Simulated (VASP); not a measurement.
A run of VASP 6.6.1 is set up as follows.

The input INCAR:

```
PREC     = Accurate       # precision mode
ENCUT    = 600            # plane-wave cutoff, eV
EDIFF    = 1E-6           # SCF threshold, eV
ISMEAR   = -1             # smearing method
SIGMA    = 0.05           # smearing width, eV
LREAL    = False          # projectors in reciprocal space
LASPH    = True           # aspherical terms in the spheres
NELM     = 60             # most SCF steps
ALGO     = Normal         # electronic algorithm
ISIF     = 3              # what is computed and relaxed
LWAVE    = False          # write WAVECAR
LCHARG   = False          # write CHGCAR
GGA      = PE             # functional
IBRION   = 2              # ionic algorithm
NSW      = 32             # ionic steps
EDIFFG   = -0.005         # ionic threshold
PSTRESS  = 1300.0
```

The input KPOINTS:

```
Automatic mesh
0
Gamma
  20 20 20
```

POSCAR

```
Si
1.0
   -1.3069710715      1.3069710715      1.3069710715
    1.3069710715     -1.3069710715      1.3069710715
    1.3069710715      1.3069710715     -1.3069710715
Si
1
Direct
    0.0000000000      0.0000000000      0.0000000000
```

Potentials or basis: VASP PAW PBE potentials, release 64 (Si).

Launch:

```console
$ cat potpaw_PBE.64/Si/POTCAR > POTCAR
$ mpirun -np 1 vasp_std > vasp.out
```

Problem. Predict the relaxed cell.

Solution. a = 2.263 Å, b = 2.263 Å, c = 2.263 Å, α = 109.47°, β = 109.47°, γ = 109.47°.

Problem. Predict the band gap on the k mesh.

Solution. Zero (band 2 reaches 32.77 eV, above the bottom of band 3 at 12.63 eV).

The path:
```tsv
step	energy change (eV)	largest force (eV/Å)	pressure (GPa)	volume (Å³)
1	0.0000	0.0000	129.42	8.93
2	0.0339	0.0000	131.93	8.89
3	0.0078	0.0000	130.00	8.92
```

Caveat: the cell is relaxed towards a set pressure, so the enthalpy falls and the energy may rise.
